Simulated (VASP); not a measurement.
# WO (F-43m) in VASP: a series of runs, part 2 of 2

VASP 6.6.1. The steps go on from the part before.

## (4) Single point, PBE+U, collinear spin, ferromagnetic start

Contents of INCAR:

```
PREC = Accurate ; ENCUT = 520
EDIFF = 1E-6 ; ISMEAR = -1
SIGMA = 0.05 ; LREAL = False
LASPH = True ; NELM = 150
ALGO = Normal ; ISIF = 2
LWAVE = False ; LCHARG = False
ISPIN = 2 ; MAGMOM = 1 0
LORBIT = 11 ; LMAXMIX = 4
LDAU = True ; LDAUTYPE = 2
LDAUL = 2 -1 ; LDAUU = 6.2 0
LDAUJ = 0 0 ; LDAUPRINT = 1
GGA = PE ; NBANDS = 21
```

Contents of KPOINTS:

```
regular mesh
0
Gamma
  10 10 10
```

Contents of POSCAR:

```
WO
1.0
    0.0000000000      2.4128820753      2.4128820753
    2.4128820753      0.0000000000      2.4128820753
    2.4128820753      2.4128820753      0.0000000000
W O
1 1
Direct
    0.0000000000      0.0000000000      0.0000000000
    0.2500000000      0.2500000000      0.2500000000
```

Potentials or basis: VASP PAW PBE potentials, release 64 (W_sv, O).

Started as:

```bash
$ cat potpaw_PBE.64/W_sv/POTCAR potpaw_PBE.64/O/POTCAR > POTCAR
$ mpirun -np 1 vasp_std > vasp.out
```

OUTCAR:

```text
PREC = Accurate
   ENCUT = 520
   EDIFF = 1E-6
   ISMEAR = -1
   LREAL = False
   LASPH = True
   NELM = 150
   ISIF = 2
   ISPIN = 2
   LORBIT = 11
   GGA = PE

 ion  position               nearest neighbor table
   1  0.000  0.000  0.000-   2 2.09   2 2.09   2 2.09   2 2.09
   2  0.250  0.250  0.250-   1 2.09   1 2.09   1 2.09   1 2.09

  LATTYP: Found a face centered cubic cell.
 ALAT       =     4.8257641506

  Lattice vectors:

 A1 = (   0.0000000000,   2.4128820753,   2.4128820753)
 A2 = (   2.4128820753,   0.0000000000,   2.4128820753)
 A3 = (   2.4128820753,   2.4128820753,   0.0000000000)

Analysis of symmetry for initial positions (statically):
=====================================================================
 Subroutine PRICEL returns:
 Original cell was already a primitive cell.

 Routine SETGRP: Setting up the symmetry group for a
 face centered cubic supercell.

 Subroutine GETGRP returns: Found 24 space group operations
 (whereof 24 operations were pure point group operations)
 out of a pool of 48 trial point group operations.

The static configuration has the point symmetry T_d .

Analysis of symmetry for dynamics (positions and initial velocities):
=====================================================================
 Subroutine PRICEL returns:
 Original cell was already a primitive cell.

 Routine SETGRP: Setting up the symmetry group for a
 face centered cubic supercell.

 Subroutine GETGRP returns: Found 24 space group operations
 (whereof 24 operations were pure point group operations)
 out of a pool of 48 trial point group operations.

The dynamic configuration has the point symmetry T_d .

Analysis of structural, dynamic, and magnetic symmetry:
=====================================================================
 Subroutine PRICEL returns:
 Original cell was already a primitive cell.

 Routine SETGRP: Setting up the symmetry group for a
 face centered cubic supercell.

 Subroutine GETGRP returns: Found 24 space group operations
 (whereof 24 operations were pure point group operations)
 out of a pool of 48 trial point group operations.

The overall configuration has the point symmetry T_d .

 Subroutine INISYM returns: Found 24 space group operations
 (whereof 24 operations are pure point group operations),
 and found     1 'primitive' translations

----------------------------------------------------------------------------------------

                                     Primitive cell

  volume of cell :      28.0956

  direct lattice vectors                    reciprocal lattice vectors
     0.000000000  2.412882075  2.412882075    -0.207221068  0.207221068  0.207221068
     2.412882075  0.000000000  2.412882075     0.207221068 -0.207221068  0.207221068
     2.412882075  2.412882075  0.000000000     0.207221068  0.207221068 -0.207221068

  length of vectors
[... 111 lines left out ...]
   GGA     = PE    functional components
   LHFCALC =     F    Hartree Fock is set to
   AEXX    =    0.0000 exact exchange contribution
   IVDW    =     0    specifies the selected vdW correction
   LEPSILON=     F    determine dielectric tensor
   LRPA    =     F    only Hartree local field effects (RPA)
 spin polarized calculation
  energy-cutoff  :      520.00
  volume of cell :       28.10
 maximum number of plane-waves:       769
 NGX is ok and might be reduce to    28
   NGX = 13   NGY = 13   NGZ = 13

atom =   1  type =  1  l = 2

 onsite density matrix

spin component  1

  0.2611 -0.0000 -0.0000 -0.0000 -0.0000
 -0.0000  0.2611  0.0000  0.0000  0.0000
 -0.0000  0.0000  0.8133 -0.0000  0.0000
 -0.0000  0.0000 -0.0000  0.2611  0.0000
 -0.0000  0.0000  0.0000  0.0000  0.8133

spin component  2

  0.2101 -0.0000 -0.0000 -0.0000  0.0000
 -0.0000  0.2101  0.0000  0.0000 -0.0000
 -0.0000  0.0000  0.0421 -0.0000  0.0000
 -0.0000  0.0000 -0.0000  0.2101 -0.0000
  0.0000 -0.0000  0.0000 -0.0000  0.0421

 occupancies and eigenvectors

  o =  0.0421  v =  0.0000  0.0000  0.0000  0.0000  0.0000  0.0000  0.0000 -0.9995  0.0000 -0.0310      0.0000  0.0000  0.0000  0.0000  0.0000  0.0000  0.0000  0.0000  0.0000  0.0000
  o =  0.0421  v =  0.0000  0.0000  0.0000  0.0000  0.0000  0.0000 -0.0000 -0.0310 -0.0000  0.9995      0.0000  0.0000  0.0000  0.0000  0.0000  0.0000  0.0000  0.0000  0.0000  0.0000
  o =  0.2101  v =  0.0000  0.0000  0.0000  0.0000  0.0000  1.0000  0.0000  0.0000  0.0000  0.0000      0.0000  0.0000  0.0000  0.0000  0.0000  0.0000  0.0000  0.0000  0.0000  0.0000
  o =  0.2101  v =  0.0000  0.0000  0.0000  0.0000  0.0000  0.0000  0.6995  0.0000 -0.7147  0.0000      0.0000  0.0000  0.0000  0.0000  0.0000  0.0000  0.0000  0.0000  0.0000  0.0000
  o =  0.2101  v =  0.0000  0.0000  0.0000  0.0000  0.0000  0.0000 -0.7147 -0.0000 -0.6995 -0.0000      0.0000  0.0000  0.0000  0.0000  0.0000  0.0000  0.0000  0.0000  0.0000  0.0000
  o =  0.2611  v =  1.0000  0.0000  0.0000  0.0000  0.0000  0.0000  0.0000  0.0000  0.0000  0.0000      0.0000  0.0000  0.0000  0.0000  0.0000  0.0000  0.0000  0.0000  0.0000  0.0000
  o =  0.2611  v =  0.0000  0.5762  0.0000  0.8173 -0.0000  0.0000  0.0000  0.0000  0.0000  0.0000      0.0000  0.0000  0.0000  0.0000  0.0000  0.0000  0.0000  0.0000  0.0000  0.0000
  o =  0.2611  v =  0.0000 -0.8173 -0.0000  0.5762 -0.0000  0.0000  0.0000  0.0000  0.0000  0.0000      0.0000  0.0000  0.0000  0.0000  0.0000  0.0000  0.0000  0.0000  0.0000  0.0000
  o =  0.8133  v =  0.0000  0.0000 -0.9992 -0.0000  0.0395  0.0000  0.0000  0.0000  0.0000  0.0000      0.0000  0.0000  0.0000  0.0000  0.0000  0.0000  0.0000  0.0000  0.0000  0.0000
  o =  0.8133  v =  0.0000  0.0000  0.0395 -0.0000  0.9992  0.0000  0.0000  0.0000  0.0000  0.0000      0.0000  0.0000  0.0000  0.0000  0.0000  0.0000  0.0000  0.0000  0.0000  0.0000

 number of electron      19.9999997 magnetization       2.0007339

 Free energy of the ion-electron system (eV)
  ---------------------------------------------------
  ext. energy  EPLUGINS =         0.00000000
  ---------------------------------------------------
  free energy    TOTEN  =       -12.97000772 eV

  energy without entropy =      -12.96997750  energy(sigma->0) =      -12.96999261

 E-fermi :   8.9002     XC(G=0): -11.8389

 val. band max:        8.6203949589   @ k =   0.3000   0.3000   0.0000
 cond. band min:       9.2391170539   @ k =   0.2000   0.2000   0.0000
 fundamental gap:      0.6187220949
 Fermi energy:         8.9002008377

 spin component 1

 k-point     1 :       0.0000    0.0000    0.0000
  band No.  band energies     occupation
      1     -67.7964      1.00000
      2     -31.9888      1.00000
      3     -31.9888      1.00000
      4     -31.9887      1.00000
      5     -13.1516      1.00000
      6       0.6993      1.00000
[... 1145 lines left out ...]
     20      29.2436      0.00000
     21      31.4809      0.00000

 [... further k-points ...]

------------------------ aborting loop because EDIFF is reached ----------------------------------------

  FORCE on cell =-STRESS in cart. coord.  units (eV):
  Direction    XX          YY          ZZ          XY          YZ          ZX
  --------------------------------------------------------------------------------------
  -------------------------------------------------------------------------------------
  Total        1.0131464      1.0131464      1.0131464      0.0000000     -0.0000000      0.0000000
  in kB       57.7756061     57.7756061     57.7756061      0.0000000     -0.0000000      0.0000000
  external PRESSURE =      57.7756061 kB  Pullay stress =       0.0000000 kB

 VOLUME and BASIS-vectors are now :
 -----------------------------------------------------------------------------
  energy-cutoff  :      520.00
  volume of cell :       28.10
      direct lattice vectors                 reciprocal lattice vectors
     0.000000000  2.412882075  2.412882075    -0.207221068  0.207221068  0.207221068
     2.412882075  0.000000000  2.412882075     0.207221068 -0.207221068  0.207221068
     2.412882075  2.412882075  0.000000000     0.207221068  0.207221068 -0.207221068

 POSITION                                       TOTAL-FORCE (eV/Angst)
 -----------------------------------------------------------------------------------
      0.00000      0.00000      0.00000        -0.000000      0.000000      0.000000
      1.20644      1.20644      1.20644         0.000000     -0.000000     -0.000000
 -----------------------------------------------------------------------------------
    total drift:                                0.000000      0.000000      0.000000

  FREE ENERGIE OF THE ION-ELECTRON SYSTEM (eV)
  ---------------------------------------------------
  free  energy   TOTEN  =       -12.9700077204 eV

  energy  without entropy=      -12.9699775014  energy(sigma->0) =      -12.96999261

 total charge

# of ion       s       p       d       tot
------------------------------------------
    1        2.287   6.251   3.082  11.621
    2        1.569   3.532   0.000   5.102
--------------------------------------------------
tot          3.857   9.784   3.082  16.722

 magnetization (x)

# of ion       s       p       d       tot
------------------------------------------
    1        0.024   0.014   1.680   1.718
    2        0.000   0.036   0.000   0.036
--------------------------------------------------
tot          0.024   0.050   1.680   1.755
```

OSZICAR:

```text
N       E                     dE             d eps       ncg     rms          rms(c)
DAV:   1     0.166679492601E+03    0.16668E+03   -0.97826E+03  3948   0.100E+03
DAV:   2    -0.798989741932E+01   -0.17467E+03   -0.16739E+03  4289   0.317E+02
DAV:   3    -0.146244815156E+02   -0.66346E+01   -0.65866E+01  4663   0.591E+01
DAV:   4    -0.146647026025E+02   -0.40221E-01   -0.40218E-01  4253   0.501E+00
DAV:   5    -0.146650096639E+02   -0.30706E-03   -0.30706E-03  4648   0.420E-01    0.208E+01
DAV:   6    -0.118030699443E+02    0.28619E+01   -0.90537E+00  4243   0.265E+01    0.705E+00
DAV:   7    -0.121355907227E+02   -0.33252E+00   -0.13896E+00  4208   0.787E+00    0.603E+00
DAV:   8    -0.126352745849E+02   -0.49968E+00   -0.29910E+00  4228   0.751E+00    0.321E+00
DAV:   9    -0.129385038805E+02   -0.30323E+00   -0.23080E-01  4208   0.249E+00    0.147E+00
DAV:  10    -0.129603731922E+02   -0.21869E-01   -0.35243E-02  4303   0.101E+00    0.576E-01
DAV:  11    -0.129690641039E+02   -0.86909E-02   -0.31075E-03  4348   0.287E-01    0.179E-01
DAV:  12    -0.129696950246E+02   -0.63092E-03   -0.90358E-04  4453   0.159E-01    0.883E-02
DAV:  13    -0.129698873791E+02   -0.19235E-03   -0.24362E-04  4268   0.104E-01    0.641E-02
DAV:  14    -0.129699373525E+02   -0.49973E-04   -0.43566E-05  4238   0.462E-02    0.318E-02
DAV:  15    -0.129700074047E+02   -0.70052E-04   -0.84950E-05  4168   0.460E-02    0.376E-03
DAV:  16    -0.129700077204E+02   -0.31577E-06   -0.23416E-06  4427   0.962E-03
   1 F= -.12970008E+02 E0= -.12969993E+02  d E =-.302190E-04  mag=     1.9997
```

Wall time 38 s (1 thread of AMD EPYC 9R45 (Zen 5), shared host); peak memory 0.17 GiB.

Results:

```yaml
Free_energy: -12.9700 eV
Pressure: 5.8 GPa
Band_gap_on_the_k_mesh: 0.62 eV, indirect (least direct gap 1.09 eV)
Net_moment: 2.00 μB per cell
Site_moments: W +1.72; O +0.04 μB
Valence_electrons_inside_the_program's_atomic_spheres: W 11.62; O 5.10
```

Eigenvalues of the final occupation matrices:
| site | spin | trace | eigenvalues |
| --- | --- | --- | --- |
| site 1 d | 1 | 2.41 | 0.26 0.26 0.26 0.81 0.81 |
| site 1 d | 2 | 0.71 | 0.04 0.04 0.21 0.21 0.21 |

Caveat: spin-orbit coupling is left out, which moves the levels of the heavy elements. A k mesh can miss the band edges.

## (5) Single point, PBE+U, collinear spin, ferromagnetic start

This run uses another cell than the first one, of 14.61 Å³/atom, 1.040 times its volume.

Contents of INCAR:

```
SYSTEM = WO
PREC     = Accurate       ! precision mode
ENCUT    = 520            ! plane-wave cutoff, eV
EDIFF    = 1E-6           ! SCF threshold, eV
ISMEAR   = 0              ! smearing method
SIGMA    = 0.02           ! smearing width, eV
LREAL    = .False.        ! projectors in reciprocal space
LASPH    = .True.         ! aspherical terms in the spheres
NELM     = 150            ! most SCF steps
ALGO     = Normal         ! electronic algorithm
ISIF     = 2              ! what is computed and relaxed
LWAVE    = .False.        ! write WAVECAR
LCHARG   = .False.        ! write CHGCAR
ISPIN    = 2              ! spin polarisation
MAGMOM   = 1 0            ! initial moments
LORBIT   = 11             ! projections on sites
LMAXMIX  = 4              ! l up to which the mixer works
LDAU     = .True.         ! DFT+U
LDAUTYPE = 2            
LDAUL    = 2 -1           ! shell
LDAUU    = 6.2 0          ! U, eV
LDAUJ    = 0 0          
LDAUPRINT= 1            
GGA      = PE             ! functional
NBANDS   = 21             ! bands
```

Contents of KPOINTS:

```
Automatic mesh
0
Gamma
  10 10 10
  0 0 0
```

Contents of POSCAR:

```
WO
1.0
    0.0000000000      2.4446341649      2.4446341649
    2.4446341649      0.0000000000      2.4446341649
    2.4446341649      2.4446341649      0.0000000000
W O
1 1
Direct
    0.0000000000      0.0000000000      0.0000000000
    0.2500000000      0.2500000000      0.2500000000
```

Potentials or basis: VASP PAW PBE potentials, release 64 (W_sv, O).

Started as:

```bash
$ cat potpaw_PBE.64/W_sv/POTCAR potpaw_PBE.64/O/POTCAR > POTCAR
$ mpirun -np 1 vasp_std > vasp.out
```

OUTCAR:

```text
SYSTEM = WO
   PREC = Accurate
   ENCUT = 520
   EDIFF = 1E-6
   ISMEAR = 0
   LREAL = .False.
   LASPH = .True.
   NELM = 150
   ISIF = 2
   ISPIN = 2
   LORBIT = 11
   GGA = PE

 ion  position               nearest neighbor table
   1  0.000  0.000  0.000-   2 2.12   2 2.12   2 2.12   2 2.12
   2  0.250  0.250  0.250-   1 2.12   1 2.12   1 2.12   1 2.12

  LATTYP: Found a face centered cubic cell.
 ALAT       =     4.8892683298

  Lattice vectors:

 A1 = (   0.0000000000,   2.4446341649,   2.4446341649)
 A2 = (   2.4446341649,   0.0000000000,   2.4446341649)
 A3 = (   2.4446341649,   2.4446341649,   0.0000000000)

[... 1403 lines left out ...]
 VOLUME and BASIS-vectors are now :
 -----------------------------------------------------------------------------
  energy-cutoff  :      520.00
  volume of cell :       29.22
      direct lattice vectors                 reciprocal lattice vectors
     0.000000000  2.444634165  2.444634165    -0.204529580  0.204529580  0.204529580
     2.444634165  0.000000000  2.444634165     0.204529580 -0.204529580  0.204529580
     2.444634165  2.444634165  0.000000000     0.204529580  0.204529580 -0.204529580

 POSITION                                       TOTAL-FORCE (eV/Angst)
 -----------------------------------------------------------------------------------
      0.00000      0.00000      0.00000         0.000000      0.000000      0.000000
      1.22232      1.22232      1.22232        -0.000000     -0.000000     -0.000000
 -----------------------------------------------------------------------------------
    total drift:                                0.000000      0.000000      0.000000

  FREE ENERGIE OF THE ION-ELECTRON SYSTEM (eV)
  ---------------------------------------------------
  free  energy   TOTEN  =       -12.9836940002 eV

  energy  without entropy=      -12.9836940002  energy(sigma->0) =      -12.98369400

 total charge

# of ion       s       p       d       tot
------------------------------------------
    1        2.284   6.231   3.044  11.560
    2        1.568   3.507   0.000   5.075
--------------------------------------------------
tot          3.852   9.738   3.044  16.635

 magnetization (x)

# of ion       s       p       d       tot
------------------------------------------
    1        0.025   0.013   1.691   1.729
    2       -0.000   0.028   0.000   0.028
--------------------------------------------------
tot          0.025   0.041   1.691   1.756
```

stdout:

```text
POSCAR found type information on POSCAR W O
 POSCAR found :  2 types and       2 ions
 scaLAPACK will be used
 LDA part: xc-table for (Slater+PW92), standard interpolation
 POSCAR, INCAR and KPOINTS ok, starting setup
 FFT: planning ... GRIDC
 FFT: planning ... GRID_SOFT
 FFT: planning ... GRID
 WAVECAR not read
 entering main loop
```

Wall time 39 s (1 thread of AMD EPYC 9R45 (Zen 5), shared host); peak memory 0.17 GiB.

Results:

```yaml
Free_energy: -12.9837 eV
Pressure: -2.0 GPa
Band_gap_on_the_k_mesh: 0.69 eV, indirect (least direct gap 1.10 eV)
Net_moment: 2.00 μB per cell
Site_moments: W +1.73; O +0.03 μB
Valence_electrons_inside_the_program's_atomic_spheres: W 11.56; O 5.08
```

Levels at points of the mesh, in eV from the valence-band top:
Spin up:
```tsv
k point	band 8	band 9	band 10	band 11	band 12	band 13	band 14	band 15
(0.00, 0.00, 0.00)	-7.61	-3.55	-3.55	-3.53	3.28	3.28	3.28	11.53
(0.50, 0.00, 0.00)	-7.51	-2.82	-2.82	-0.74	2.07	2.32	2.32	5.81
(0.50, 0.50, 0.00)	-6.44	-2.61	-2.56	-2.45	1.93	1.93	6.34	6.50
```
Spin down:
| k point | band 5 | band 6 | band 7 | band 8 | band 9 | band 10 | band 11 | band 12 | band 13 | band 14 |
| --- | --- | --- | --- | --- | --- | --- | --- | --- | --- | --- |
| (0.00, 0.00, 0.00) | -21.32 | -7.26 | -7.26 | -7.26 | -2.93 | 2.55 | 2.55 | 4.08 | 4.08 | 4.08 |
| (0.50, 0.00, 0.00) | -20.77 | -7.77 | -6.80 | -6.80 | -0.12 | 2.55 | 2.55 | 2.96 | 3.38 | 3.38 |
| (0.50, 0.50, 0.00) | -20.59 | -8.21 | -6.24 | -6.24 | -1.83 | 1.36 | 3.03 | 3.03 | 4.06 | 7.31 |

Eigenvalues of the final occupation matrices:
| site | spin | trace | eigenvalues |
| --- | --- | --- | --- |
| site 1 d | 1 | 2.40 | 0.25 0.25 0.25 0.82 0.82 |
| site 1 d | 2 | 0.69 | 0.04 0.04 0.20 0.20 0.20 |

Caveat: spin-orbit coupling is left out, which moves the levels of the heavy elements. A k mesh can miss the band edges.

## (6) Overview

| cell | smearing | gap on the mesh (eV) | pressure (GPa) | moment (μB) |
| --- | --- | --- | --- | --- |
| a = 3.412 Å, angles 60.0°, 2 atoms | gaussian 0.02 eV | 0.62 | 5.8 | 2.00 |
| a = 3.412 Å, angles 60.0°, 2 atoms | fermi-dirac 0.05 eV | 0.62 | 5.8 | 2.00 |
| a = 3.457 Å, angles 60.0°, 2 atoms | gaussian 0.02 eV | 0.69 | -2.0 | 2.00 |

Alike in all rows: task single point; level PBE+U; potentials or basis VASP PAW PBE potentials, release 64 (W_sv, O); spin collinear, ferromagnetic start; W d U = 6.2 eV; k mesh 10 × 10 × 10; cutoff (eV) 520.

Caveats: spin-orbit coupling is left out, which moves the levels of the heavy elements.

Total energies depend on the potentials used, so only differences within one code and one set of settings carry meaning.
